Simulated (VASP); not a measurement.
# ZnAu (Pm-3m) in VASP: a series of runs

ZnAu is run at these levels: r2SCAN; tasks: relaxation of the atoms.

Program: VASP 6.6.1. These are calculated values, not measurements. Logs are shortened: lines on timing, memory, paths and dates and some standing lists are left out, and cuts for length are marked.

## Step 1: The cell of the first run

It takes space group Pm-3m (No. 221, cubic). Conventional cell: a = 3.105 Å, b = 3.105 Å, c = 3.105 Å, α = 90.00°, β = 90.00°, γ = 90.00°. Zn (site symmetry m-3m) has 8 Au at 2.69 Å and 6 Zn at 3.11 Å within 3.5 Å. Au (site symmetry m-3m) has 8 Zn at 2.69 Å and 6 Au at 3.11 Å within 3.5 Å.

## Step 2: Relaxation of the atoms, r2SCAN

Input file POSCAR:

```
ZnAu
1.0
    3.1054471300      0.0000000000      0.0000000000
    0.0000000000      3.1054471300      0.0000000000
    0.0000000000      0.0000000000      3.1054471300
Zn Au
1 1
Direct
    0.5000000000      0.5000000000      0.5000000000
    0.0000000000      0.0000000000      0.0000000000
```

Input file INCAR.step1:

```
PREC = Accurate
ENCUT = 520
ISMEAR = -1
SIGMA = 0.1
LREAL = False
LASPH = True
NELM = 80
GGA = PE
ALGO = Normal
EDIFF = 1E-4
LWAVE = True
LCHARG = False
```

Input file INCAR.step2:

```
PREC = Accurate
ENCUT = 520
EDIFF = 1E-7
ISMEAR = -1
SIGMA = 0.1
LREAL = False
LASPH = True
NELM = 80
ALGO = Normal
ISIF = 2
LWAVE = False
LCHARG = False
METAGGA = R2SCAN
LMIXTAU = True
IBRION = 2
NSW = 50
EDIFFG = -0.01
ISTART = 1
```

Input file KPOINTS:

```
Automatic mesh
0
Gamma
  11 11 11
```

Potentials or basis: VASP PAW PBE potentials, release 64 (Zn, Au).

Run with:

```sh
$ cat potpaw_PBE.64/Zn/POTCAR potpaw_PBE.64/Au/POTCAR > POTCAR
$ cp INCAR.step1 INCAR
$ mpirun -np 1 vasp_std > vasp.out
$ cp INCAR.step2 INCAR
$ mpirun -np 1 vasp_std > vasp.out
```

OUTCAR:

```text
PREC = Accurate
   ENCUT = 520
   EDIFF = 1E-7
   ISMEAR = -1
   LREAL = False
   LASPH = True
   NELM = 80
   ISIF = 2
   METAGGA = R2SCAN
   IBRION = 2
   NSW = 50
   EDIFFG = -0.01
   ISTART = 1

 ion  position               nearest neighbor table
   1  0.500  0.500  0.500-   2 2.69   2 2.69   2 2.69   2 2.69   2 2.69   2 2.69   2 2.69   2 2.69

   2  0.000  0.000  0.000-   1 2.69   1 2.69   1 2.69   1 2.69   1 2.69   1 2.69   1 2.69   1 2.69

  LATTYP: Found a simple cubic cell.
 ALAT       =     3.1054471300

  Lattice vectors:

 A1 = (   3.1054471300,   0.0000000000,   0.0000000000)
 A2 = (   0.0000000000,   3.1054471300,   0.0000000000)
 A3 = (   0.0000000000,   0.0000000000,   3.1054471300)

Analysis of symmetry for initial positions (statically):
=====================================================================
 Subroutine PRICEL returns:
 Original cell was already a primitive cell.

 Routine SETGRP: Setting up the symmetry group for a
 simple cubic supercell.

 Subroutine GETGRP returns: Found 48 space group operations
 (whereof 48 operations were pure point group operations)
 out of a pool of 48 trial point group operations.

The static configuration has the point symmetry O_h .

Analysis of symmetry for dynamics (positions and initial velocities):
=====================================================================
 Subroutine PRICEL returns:
 Original cell was already a primitive cell.

 Routine SETGRP: Setting up the symmetry group for a
 simple cubic supercell.

 Subroutine GETGRP returns: Found 48 space group operations
 (whereof 48 operations were pure point group operations)
 out of a pool of 48 trial point group operations.

The dynamic configuration has the point symmetry O_h .

 Subroutine INISYM returns: Found 48 space group operations
 (whereof 48 operations are pure point group operations),
 and found     1 'primitive' translations

----------------------------------------------------------------------------------------

                                     Primitive cell

  volume of cell :      29.9483

  direct lattice vectors                    reciprocal lattice vectors
     3.105447130  0.000000000  0.000000000     0.322014820  0.000000000  0.000000000
     0.000000000  3.105447130  0.000000000     0.000000000  0.322014820  0.000000000
     0.000000000  0.000000000  3.105447130     0.000000000  0.000000000  0.322014820

  length of vectors
     3.105447130  3.105447130  3.105447130     0.322014820  0.322014820  0.322014820

  position of ions in fractional coordinates (direct lattice)
     0.500000000  0.500000000  0.500000000
     0.000000000  0.000000000  0.000000000

  ion indices of the primitive-cell ions
   primitive index   ion index
                 1           1
                 2           2

----------------------------------------------------------------------------------------

 KPOINTS: Automatic mesh

Automatic generation of k-mesh.
 Grid dimensions read from file:
 generate k-points for:   11   11   11

 Generating k-lattice:

  Cartesian coordinates                     Fractional coordinates (reciprocal lattice)
     0.029274075  0.000000000  0.000000000     0.090909091  0.000000000  0.000000000
     0.000000000  0.029274075  0.000000000     0.000000000  0.090909091  0.000000000
     0.000000000  0.000000000  0.029274075     0.000000000  0.000000000  0.090909091

  Length of vectors
     0.029274075  0.029274075  0.029274075

  Shift w.r.t. Gamma in fractional coordinates (k-lattice)
     0.000000000  0.000000000  0.000000000

 Subroutine IBZKPT returns following result:
 ===========================================

 Found     56 irreducible k-points:

 Following reciprocal coordinates:
            Coordinates               Weight
  0.000000  0.000000  0.000000      1.000000
  0.090909  0.000000  0.000000      6.000000
  0.181818  0.000000  0.000000      6.000000
  0.272727  0.000000  0.000000      6.000000
  0.363636  0.000000  0.000000      6.000000
  0.454545  0.000000  0.000000      6.000000
[... 16 lines left out ...]
  0.181818  0.090909  0.090909     24.000000
  0.272727  0.090909  0.090909     24.000000
 [... further k-points ...]
   k-points           NKPTS =     56   k-points in BZ     NKDIM =     56   number of bands    NBANDS=     15
   number of dos      NEDOS =    301   number of ions     NIONS =      2
   total plane-waves  NPLWV =  13824
   dimension x,y,z NGX =    24 NGY =   24 NGZ =   24
   dimension x,y,z NGXF=    48 NGYF=   48 NGZF=   48
   ions per type =               1   1
   NGX,Y,Z   is equivalent  to a cutoff of  12.85, 12.85, 12.85 a.u.
   NGXF,Y,Z  is equivalent  to a cutoff of  25.70, 25.70, 25.70 a.u.
 SYSTEM =  unknown system
   PREC   = accura    normal or accurate (medium, high low for compatibility)
   ISTART =      1    job   : 0-new  1-cont  2-samecut
   ICHARG =      0    charge: 1-file 2-atom 10-const
   ISPIN  =      1    spin polarized calculation?
   LNONCOLLINEAR =      F non collinear calculations
   LSORBIT =      F    spin-orbit coupling
   LASPH  =      T    aspherical Exc in radial PAW
   ENCUT  =  520.0 eV  38.22 Ry    6.18 a.u.   5.77  5.77  5.77*2*pi/ulx,y,z
   NELM   =     80;   NELMIN=  2; NELMDL=  0     # of ELM steps
   EDIFF  = 0.1E-06   stopping-criterion for ELM
   LREAL  =      F    real-space projection
   EDIFFG = -.1E-01   stopping-criterion for IOM
   NSW    =     50    number of steps for IOM
   IBRION =      2    ionic relax: 0-MD 1-quasi-New 2-CG
   NFREE  =      1    steps in history (QN), initial steepest desc. (CG)
   ISIF   =      2    stress and relaxation
   ISYM   =      2    0-nonsym 1-usesym 2-fastsym
   POTIM  = 0.5000    time-step for ionic-motion
   TEBEG  =    0.0;   TEEND  =   0.0 temperature during run
   PSTRESS=    0.0 pullay stress
   NELECT =      23.0000    total number of electrons
   NUPDOWN=      -1.0000    fix difference up-down
   EMIN   =  10.00;   EMAX   =-10.00  energy-range for DOS
   EFERMI =   0.00;   METHOD = LEGACY
   ISMEAR =    -1;   SIGMA  =   0.10  broadening in eV -4-tet -1-fermi 0-gaus
   EFERMI_NEDOS =   21; number of points for ismear=-14 and -15
   IALGO  =     38    algorithm
   IMIX   =      4    mixing-type and parameters
     AMIX     =   0.40;   BMIX     =  1.00
     AMIX_MAG =   1.60;   BMIX_MAG =  1.00
  volume/ion in A,a.u.               =      14.97       101.05
  Fermi-wavevector in a.u.,A,eV,Ry     =   1.499201  2.833080 30.580519  2.247605
  Thomas-Fermi vector in A             =   2.610862
   LORBIT       =      0    0 simple, 1 ext, 2 COOP (PROOUT), +10 PAW based schemes
   METAGGA = R2SCAN    functional components
   LHFCALC =     F    Hartree Fock is set to
   AEXX    =    0.0000 exact exchange contribution
   IVDW    =     0    specifies the selected vdW correction
   LEPSILON=     F    determine dielectric tensor
   LRPA    =     F    only Hartree local field effects (RPA)
 conjugate gradient relaxation of ions
 non-spin polarized calculation
  energy-cutoff  :      520.00
  volume of cell :       29.95
 maximum number of plane-waves:       816
 NGX is ok and might be reduce to    24
   NGX = 11   NGY = 11   NGZ = 11

 number of electron      22.9999960 magnetization

 Free energy of the ion-electron system (eV)
  ---------------------------------------------------
  ext. energy  EPLUGINS =         0.00000000
  ---------------------------------------------------
  free energy    TOTEN  =       -59.91920599 eV

  energy without entropy =      -59.90527537  energy(sigma->0) =      -59.91224068

 E-fermi :   7.4519     XC(G=0): -13.6974

 val. band max:        7.4162004536   @ k =   0.3636   0.3636   0.0909
 cond. band min:       7.6225147550   @ k =   0.2727   0.0000   0.0000
 fundamental gap:      0.2063143014
 Fermi energy:         7.4518743841

 k-point     1 :       0.0000    0.0000    0.0000
  band No.  band energies     occupation
      1      -3.9352      2.00000
      2      -1.2339      2.00000
      3      -1.2339      2.00000
      4      -0.4175      2.00000
      5      -0.4175      2.00000
      6      -0.4175      2.00000
      7       1.5757      2.00000
      8       1.5757      2.00000
      9       3.4163      2.00000
     10       3.4163      2.00000
     11       3.4163      2.00000
     12      12.8375      0.00000
     13      12.8375      0.00000
     14      12.8375      0.00000
     15      17.4830      0.00000

 k-point     2 :       0.0909    0.0000    0.0000
  band No.  band energies     occupation
      1      -3.7769      2.00000
      2      -1.1958      2.00000
      3      -1.1835      2.00000
      4      -0.4189      2.00000
      5      -0.4189      2.00000
      6      -0.4033      2.00000
      7       1.5472      2.00000
      8       1.6177      2.00000
      9       3.2930      2.00000
     10       3.2930      2.00000
     11       3.4024      2.00000
     12      11.7040      0.00000
     13      13.1368      0.00000
     14      13.1368      0.00000
     15      18.1048      0.00000

 k-point     3 :       0.1818    0.0000    0.0000
  band No.  band energies     occupation
      1      -3.3148      2.00000
      2      -1.0886      2.00000
      3      -1.0497      2.00000
      4      -0.4213      2.00000
      5      -0.4213      2.00000
      6      -0.3647      2.00000
      7       1.4657      2.00000
      8       1.7319      2.00000
      9       2.9830      2.00000
     10       2.9830      2.00000
     11       3.3645      2.00000
     12       9.6462      0.00000
     13      13.9749      0.00000
     14      13.9749      0.00000
     15      18.6220      0.00000

 k-point     4 :       0.2727    0.0000    0.0000
  band No.  band energies     occupation
      1      -2.5920      2.00000
      2      -0.9346      2.00000
      3      -0.8792      2.00000
      4      -0.4211      2.00000
      5      -0.4211      2.00000
      6      -0.3128      2.00000
      7       1.3454      2.00000
      8       1.8706      2.00000
      9       2.6123      2.00000
     10       2.6123      2.00000
     11       3.3135      2.00000
     12       7.6225      0.30726
     13      15.2255      0.00000
     14      15.2255      0.00000
     15      18.8971      0.00000
[... 307 lines left out ...]
 k-point    22 :       0.0909    0.0909    0.0909
  band No.  band energies     occupation
      1      -3.4669      2.00000
      2      -1.1059      2.00000
      3      -1.1059      2.00000
      4      -0.4483      2.00000
      5      -0.4483      2.00000
      6      -0.3401      2.00000
      7       1.6080      2.00000
      8       1.6080      2.00000
      9       3.0059      2.00000
     10       3.2503      2.00000
     11       3.2503      2.00000
     12      11.9448      0.00000
     13      12.4080      0.00000
     14      12.4080      0.00000
     15      19.7870      0.00000

 k-point    23 :       0.1818    0.0909    0.0909
  band No.  band energies     occupation
      1      -3.0205      2.00000
      2      -1.0144      2.00000
      3      -0.9760      2.00000
      4      -0.4766      2.00000
      5      -0.4558      2.00000
      6      -0.3049      2.00000
      7       1.5528      2.00000
      8       1.7384      2.00000
      9       2.7441      2.00000
     10       2.9298      2.00000
     11       3.2538      2.00000
     12      10.1370      0.00000
     13      12.7824      0.00000
     14      13.1856      0.00000
     15      20.4599      0.00000

 k-point    24 :       0.2727    0.0909    0.0909
  band No.  band energies     occupation
      1      -2.3366      2.00000
      2      -0.8847      2.00000
      3      -0.8167      2.00000
      4      -0.4713      2.00000
      5      -0.4639      2.00000
      6      -0.2879      2.00000
      7       1.4736      2.00000
      8       1.8438      2.00000
      9       2.5451      2.00000
     10       2.5477      2.00000
     11       3.2322      2.00000
     12       8.0750      0.00393
     13      13.7350      0.00000
     14      14.3039      0.00000
     15      19.9745      0.00000

 [... further k-points ...]

------------------------ aborting loop because EDIFF is reached ----------------------------------------

  FORCE on cell =-STRESS in cart. coord.  units (eV):
  Direction    XX          YY          ZZ          XY          YZ          ZX
  --------------------------------------------------------------------------------------
  -------------------------------------------------------------------------------------
  Total        1.2517404      1.2517404      1.2517404      0.0000000      0.0000000     -0.0000000
  in kB       66.9657043     66.9657043     66.9657043      0.0000000      0.0000000     -0.0000000
  external PRESSURE =      66.9657043 kB  Pullay stress =       0.0000000 kB

 VOLUME and BASIS-vectors are now :
 -----------------------------------------------------------------------------
  energy-cutoff  :      520.00
  volume of cell :       29.95
      direct lattice vectors                 reciprocal lattice vectors
     3.105447130  0.000000000  0.000000000     0.322014820  0.000000000  0.000000000
     0.000000000  3.105447130  0.000000000     0.000000000  0.322014820  0.000000000
     0.000000000  0.000000000  3.105447130     0.000000000  0.000000000  0.322014820

 POSITION                                       TOTAL-FORCE (eV/Angst)
 -----------------------------------------------------------------------------------
      1.55272      1.55272      1.55272         0.000000      0.000000      0.000000
      0.00000      0.00000      0.00000         0.000000      0.000000      0.000000
 -----------------------------------------------------------------------------------
    total drift:                                0.000000      0.000000     -0.000000

  FREE ENERGIE OF THE ION-ELECTRON SYSTEM (eV)
  ---------------------------------------------------
  free  energy   TOTEN  =       -59.9192059885 eV

  energy  without entropy=      -59.9052753689  energy(sigma->0) =      -59.91224068

 reached required accuracy - stopping structural energy minimisation
```

Wall time 2 min (1 thread of AMD EPYC 9R14 (Zen 4), shared host); peak memory 0.13 GiB.

Results:

- Free energy: -59.9192 eV
- Pressure after relaxing: 6.7 GPa
- Band gap on the k mesh: zero (an odd number of electrons rules out a gap without spin polarisation)

Final structure:
```
CELL_PARAMETERS angstrom
3.10545 0.00000 0.00000
0.00000 3.10545 0.00000
0.00000 0.00000 3.10545
ATOMIC_POSITIONS crystal
Zn 0.50000 0.50000 0.50000
Au 0.00000 0.00000 0.00000
```

Levels at points of the mesh, in eV from the Fermi level:
```csv
k point,band 8,band 9,band 10,band 11,band 12,band 13,band 14,band 15
"(0.00, 0.00, 0.00)",-5.88,-4.04,-4.04,-4.04,5.39,5.39,5.39,10.03
```

Caveat: the relaxation stopped at its first step, so nothing moved; the PAW data sets were made with another functional, which shifts forces and pressure a little; spin-orbit coupling is left out, which moves the levels of the heavy elements.

[end of part 1 of 2]

The gap in the log of VASP goes by the Fermi energy; the results here count the filled bands.